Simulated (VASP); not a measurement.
# Ta (P6_3/mmc) in VASP: notebook, part 2 of 2

VASP 6.6.1. Earlier steps stand in the parts before.

## 4. Single point, r2SCAN

POSCAR

```
Ta
1.0
    2.9003720700      0.0000000000      0.0000000000
   -1.4501860400      2.5117959000      0.0000000000
    0.0000000000      0.0000000000      5.1662740000
Ta
2
Direct
    0.6666666704      0.3333333294      0.7500000000
    0.3333333330      0.6666666706      0.2500000000
```

INCAR.step1

```
SYSTEM = Ta
PREC = Accurate ; ENCUT = 520
ISMEAR = -1 ; SIGMA = 0.1
LREAL = .False. ; LASPH = .True.
NELM = 80 ; NBANDS = 18
GGA = PE ; ALGO = Normal
EDIFF = 1E-4 ; LWAVE = .True.
LCHARG = .False.
```

INCAR.step2

```
SYSTEM = Ta
PREC = Accurate ; ENCUT = 520
EDIFF = 1E-7 ; ISMEAR = -1
SIGMA = 0.1 ; LREAL = .False.
LASPH = .True. ; NELM = 80
ALGO = Normal ; ISIF = 2
LWAVE = .False. ; LCHARG = .False.
METAGGA = R2SCAN ; LMIXTAU = .True.
NBANDS = 18 ; ISTART = 1
```

KPOINTS

```
regular mesh
0
Gamma
  13 13 7
  0 0 0
```

Potentials or basis: VASP PAW PBE potentials, release 64 (Ta_pv).

On the command line:

```bash
$ cat potpaw_PBE.64/Ta_pv/POTCAR > POTCAR
$ cp INCAR.step1 INCAR
$ mpirun -np 1 vasp_std > vasp.out
$ cp INCAR.step2 INCAR
$ mpirun -np 1 vasp_std > vasp.out
```

OUTCAR:

```text
SYSTEM = Ta
   PREC = Accurate
   ENCUT = 520
   EDIFF = 1E-7
   ISMEAR = -1
   LREAL = .False.
   LASPH = .True.
   NELM = 80
   ISIF = 2
   METAGGA = R2SCAN
   ISTART = 1

 ion  position               nearest neighbor table
   1  0.667  0.333  0.750-   2 3.08   2 3.08   2 3.08   2 3.08   2 3.08   2 3.08
   2  0.333  0.667  0.250-   1 3.08   1 3.08   1 3.08   1 3.08   1 3.08   1 3.08

  LATTYP: Found a hexagonal cell.
 ALAT       =     2.9003720700
 C/A-ratio  =     1.7812452593

  Lattice vectors:

 A1 = (   2.9003720700,   0.0000000000,   0.0000000000)
 A2 = (  -1.4501860400,   2.5117959000,   0.0000000000)
 A3 = (   0.0000000000,   0.0000000000,   5.1662740000)

Analysis of symmetry for initial positions (statically):
=====================================================================
 Subroutine PRICEL returns:
 Original cell was already a primitive cell.

 Routine SETGRP: Setting up the symmetry group for a
 hexagonal supercell.

 Subroutine GETGRP returns: Found 24 space group operations
 (whereof 12 operations were pure point group operations)
 out of a pool of 24 trial point group operations.

The static configuration has the point symmetry D_3d.
 The point group associated with its full space group is D_6h.

Analysis of symmetry for dynamics (positions and initial velocities):
=====================================================================
 Subroutine PRICEL returns:
 Original cell was already a primitive cell.

 Routine SETGRP: Setting up the symmetry group for a
 hexagonal supercell.

 Subroutine GETGRP returns: Found 24 space group operations
 (whereof 12 operations were pure point group operations)
 out of a pool of 24 trial point group operations.

The dynamic configuration has the point symmetry D_3d.
 The point group associated with its full space group is D_6h.

 Subroutine INISYM returns: Found 24 space group operations
 (whereof 12 operations are pure point group operations),
 and found     1 'primitive' translations

----------------------------------------------------------------------------------------

                                     Primitive cell

  volume of cell :      37.6370

  direct lattice vectors                    reciprocal lattice vectors
     2.900372070  0.000000000  0.000000000     0.344783351  0.199060760  0.000000000
    -1.450186040  2.511795900  0.000000000     0.000000000  0.398121519  0.000000000
     0.000000000  0.000000000  5.166274000     0.000000000  0.000000000  0.193563098

  length of vectors
     2.900372070  2.900372079  5.166274000     0.398121521  0.398121519  0.193563098

  position of ions in fractional coordinates (direct lattice)
     0.666666670  0.333333329  0.750000000
     0.333333333  0.666666671  0.250000000

  ion indices of the primitive-cell ions
   primitive index   ion index
                 1           1
                 2           2

----------------------------------------------------------------------------------------

 KPOINTS: regular mesh

Automatic generation of k-mesh.
 Grid dimensions read from file:
 generate k-points for:   13   13    7

 Generating k-lattice:

  Cartesian coordinates                     Fractional coordinates (reciprocal lattice)
     0.026521796  0.015312366  0.000000000     0.076923077  0.000000000  0.000000000
     0.000000000  0.030624732  0.000000000     0.000000000  0.076923077  0.000000000
     0.000000000  0.000000000  0.027651871     0.000000000  0.000000000  0.142857143

  Length of vectors
     0.030624732  0.030624732  0.027651871

  Shift w.r.t. Gamma in fractional coordinates (k-lattice)
     0.000000000  0.000000000  0.000000000

 Subroutine IBZKPT returns following result:
 ===========================================

 Found     84 irreducible k-points:

 Following reciprocal coordinates:
            Coordinates               Weight
  0.000000  0.000000  0.000000      1.000000
  0.076923 -0.000000  0.000000      6.000000
  0.153846 -0.000000  0.000000      6.000000
  0.230769 -0.000000  0.000000      6.000000
  0.307692 -0.000000  0.000000      6.000000
  0.384615  0.000000  0.000000      6.000000
[... 16 lines left out ...]
  0.076923 -0.000000  0.142857     12.000000
  0.153846 -0.000000  0.142857     12.000000
 [... further k-points ...]
   k-points           NKPTS =     84   k-points in BZ     NKDIM =     84   number of bands    NBANDS=     18
   number of dos      NEDOS =    301   number of ions     NIONS =      2
   total plane-waves  NPLWV =  23040
   dimension x,y,z NGX =    24 NGY =   24 NGZ =   40
   dimension x,y,z NGXF=    48 NGYF=   48 NGZF=   80
   ions per type =               2
   NGX,Y,Z   is equivalent  to a cutoff of  13.76, 13.76, 12.87 a.u.
   NGXF,Y,Z  is equivalent  to a cutoff of  27.51, 27.51, 25.74 a.u.
 SYSTEM =  Ta
   PREC   = accura    normal or accurate (medium, high low for compatibility)
   ISTART =      1    job   : 0-new  1-cont  2-samecut
   ICHARG =      0    charge: 1-file 2-atom 10-const
   ISPIN  =      1    spin polarized calculation?
   LNONCOLLINEAR =      F non collinear calculations
   LSORBIT =      F    spin-orbit coupling
   LASPH  =      T    aspherical Exc in radial PAW
   ENCUT  =  520.0 eV  38.22 Ry    6.18 a.u.   5.39  5.39  9.61*2*pi/ulx,y,z
   NELM   =     80;   NELMIN=  2; NELMDL=  0     # of ELM steps
   EDIFF  = 0.1E-06   stopping-criterion for ELM
   LREAL  =      F    real-space projection
   EDIFFG = 0.1E-05   stopping-criterion for IOM
   NSW    =      0    number of steps for IOM
   IBRION =     -1    ionic relax: 0-MD 1-quasi-New 2-CG
   NFREE  =      0    steps in history (QN), initial steepest desc. (CG)
   ISIF   =      2    stress and relaxation
   ISYM   =      2    0-nonsym 1-usesym 2-fastsym
   POTIM  = 0.5000    time-step for ionic-motion
   TEBEG  =    0.0;   TEEND  =   0.0 temperature during run
   PSTRESS=    0.0 pullay stress
   NELECT =      22.0000    total number of electrons
   NUPDOWN=      -1.0000    fix difference up-down
   EMIN   =  10.00;   EMAX   =-10.00  energy-range for DOS
   EFERMI =   0.00;   METHOD = LEGACY
   ISMEAR =    -1;   SIGMA  =   0.10  broadening in eV -4-tet -1-fermi 0-gaus
   EFERMI_NEDOS =   21; number of points for ismear=-14 and -15
   IALGO  =     38    algorithm
   IMIX   =      4    mixing-type and parameters
     AMIX     =   0.40;   BMIX     =  1.00
     AMIX_MAG =   1.60;   BMIX_MAG =  1.00
  volume/ion in A,a.u.               =      18.82       126.99
  Fermi-wavevector in a.u.,A,eV,Ry     =   1.368812  2.586680 25.492516  1.873647
  Thomas-Fermi vector in A             =   2.494743
   LORBIT       =      0    0 simple, 1 ext, 2 COOP (PROOUT), +10 PAW based schemes
   METAGGA = R2SCAN    functional components
   LHFCALC =     F    Hartree Fock is set to
   AEXX    =    0.0000 exact exchange contribution
   IVDW    =     0    specifies the selected vdW correction
   LEPSILON=     F    determine dielectric tensor
   LRPA    =     F    only Hartree local field effects (RPA)
 non-spin polarized calculation
  energy-cutoff  :      520.00
  volume of cell :       37.64
 maximum number of plane-waves:      1039
 NGX is ok and might be reduce to    24
   NGX = 11   NGY = 11   NGZ = 19

 number of electron      22.0000003 magnetization

 Free energy of the ion-electron system (eV)
  ---------------------------------------------------
  ext. energy  EPLUGINS =         0.00000000
  ---------------------------------------------------
  free energy    TOTEN  =       -96.59154001 eV

  energy without entropy =      -96.50841255  energy(sigma->0) =      -96.54997628

 E-fermi :   5.4312     XC(G=0): -13.4988

 val. band max:        5.4120790737   @ k =   0.3077   0.0769   0.0000
 cond. band min:       5.4335785073   @ k =   0.1538   0.0769   0.0000
 fundamental gap:      0.0214994337
 Fermi energy:         5.4311572689

 k-point     1 :       0.0000    0.0000    0.0000
  band No.  band energies     occupation
      1     -30.3494      2.00000
      2     -29.4951      2.00000
      3     -29.3788      2.00000
      4     -29.3788      2.00000
      5     -29.2943      2.00000
      6     -29.2943      2.00000
[... 10 lines left out ...]
     17      10.9127      0.00000
     18      10.9127      0.00000

 k-point     2 :       0.0769   -0.0000    0.0000
  band No.  band energies     occupation
      1     -30.3296      2.00000
      2     -29.4973      2.00000
      3     -29.4430      2.00000
      4     -29.3961      2.00000
      5     -29.3601      2.00000
      6     -29.3060      2.00000
[... 10 lines left out ...]
     17      11.0075      0.00000
     18      11.3814      0.00000
[... 442 lines left out ...]
 k-point    24 :       0.1538   -0.0000    0.1429
  band No.  band energies     occupation
      1     -30.2398      2.00000
      2     -29.6160      2.00000
      3     -29.5862      2.00000
      4     -29.4964      2.00000
      5     -29.4378      2.00000
      6     -29.3441      2.00000
[... 10 lines left out ...]
     17      11.0836      0.00000
     18      11.9628      0.00000

 [... further k-points ...]
[... 5 lines left out ...]
  --------------------------------------------------------------------------------------
  -------------------------------------------------------------------------------------
  Total       -0.5147937     -0.5147937     -0.7749162      0.0000000     -0.0000000      0.0000000
  in kB      -21.9143364    -21.9143365    -32.9875303      0.0000000     -0.0000000      0.0000000
  external PRESSURE =     -25.6054011 kB  Pullay stress =       0.0000000 kB

 VOLUME and BASIS-vectors are now :
 -----------------------------------------------------------------------------
  energy-cutoff  :      520.00
  volume of cell :       37.64
      direct lattice vectors                 reciprocal lattice vectors
     2.900372070  0.000000000  0.000000000     0.344783351  0.199060760  0.000000000
    -1.450186040  2.511795900  0.000000000     0.000000000  0.398121519  0.000000000
     0.000000000  0.000000000  5.166274000     0.000000000  0.000000000  0.193563098

 POSITION                                       TOTAL-FORCE (eV/Angst)
 -----------------------------------------------------------------------------------
      1.45019      0.83727      3.87471        -0.000000      0.000000      0.000000
     -0.00000      1.67453      1.29157         0.000000     -0.000000      0.000000
 -----------------------------------------------------------------------------------
    total drift:                               -0.000002      0.000001     -0.000000

  FREE ENERGIE OF THE ION-ELECTRON SYSTEM (eV)
  ---------------------------------------------------
  free  energy   TOTEN  =       -96.5915400097 eV

  energy  without entropy=      -96.5084125537  energy(sigma->0) =      -96.54997628
```

Run time: 4.1 min. Hardware: 1 thread of Intel Xeon 8259CL, shared host; peak memory 0.2 GiB.

Results:

| Quantity | Value |
| --- | --- |
| Free energy | -96.5915 eV |
| Pressure | -2.6 GPa |
| Band gap on the k mesh | zero (bands 11 and 12 overlap by 1.68 eV) |

Stress tensor (GPa, compression positive):
```
-2.19  0.00  0.00
 0.00 -2.19  0.00
 0.00  0.00 -3.30
```

Caveat: the PAW data sets were made with another functional, which shifts forces and pressure a little; spin-orbit coupling is left out, which moves the levels of the heavy elements.

## 5. Single point, r2SCAN

POSCAR is that of step 4.

INCAR.step1

```
SYSTEM = Ta
PREC = Accurate
ENCUT = 520
ISMEAR = -1
SIGMA = 0.05
LREAL = .False.
LASPH = .True.
NELM = 80
NBANDS = 18
GGA = PE
ALGO = Normal
EDIFF = 1E-4
LWAVE = .True.
LCHARG = .False.
```

INCAR.step2

```
SYSTEM = Ta
PREC = Accurate
ENCUT = 520
EDIFF = 1E-6
ISMEAR = -1
SIGMA = 0.05
LREAL = .False.
LASPH = .True.
NELM = 80
ALGO = Normal
ISIF = 2
LWAVE = .False.
LCHARG = .False.
METAGGA = R2SCAN
LMIXTAU = .True.
NBANDS = 18
ISTART = 1
```

KPOINTS is that of step 4.

On the command line:

```bash
$ cat potpaw_PBE.64/Ta_pv/POTCAR > POTCAR
$ cp INCAR.step1 INCAR
$ mpirun -np 1 vasp_std > vasp.out
$ cp INCAR.step2 INCAR
$ mpirun -np 1 vasp_std > vasp.out
```

Wall time 4.1 min (1 thread of Intel Xeon 8259CL, shared host); peak memory 0.2 GiB.

Results (log left out):

| Item | Value |
| --- | --- |
| Free energy | -96.5610 eV |
| Pressure | -2.7 GPa |
| Band gap on the k mesh | zero (bands 11 and 12 overlap by 1.68 eV) |

Stress tensor (GPa, compression positive):
```
-2.26  0.00  0.00
 0.00 -2.26  0.00
 0.00  0.00 -3.62
```

Levels at points of the mesh, in eV from the Fermi level:
| k point | band 8 | band 9 | band 10 | band 11 | band 12 | band 13 | band 14 | band 15 |
| --- | --- | --- | --- | --- | --- | --- | --- | --- |
| (0.00, 0.00, 0.00) | -5.13 | -0.57 | -0.34 | 0.72 | 0.72 | 1.30 | 1.30 | 3.28 |

Caveat: the PAW data sets were made with another functional, which shifts forces and pressure a little; spin-orbit coupling is left out, which moves the levels of the heavy elements.

## 6. Overview

| smearing | gap on the mesh (eV) | pressure (GPa) |
| --- | --- | --- |
| fermi-dirac 0.3 eV | none | -1.0 |
| fermi-dirac 0.2 eV | none | -1.9 |
| fermi-dirac 0.1 eV | none | -2.6 |
| fermi-dirac 0.05 eV | none | -2.7 |

Alike in all rows: task single point; level r2SCAN; potentials or basis VASP PAW PBE potentials, release 64 (Ta_pv); no spin polarisation; cell as given; k mesh 13 × 13 × 7; cutoff (eV) 520.

Caveats: the PAW data sets were made with another functional, which shifts forces and pressure a little; spin-orbit coupling is left out, which moves the levels of the heavy elements; so wide a smearing shifts energies and pressures (at least some runs).

Absolute energies hang on the potentials; compare differences alone.
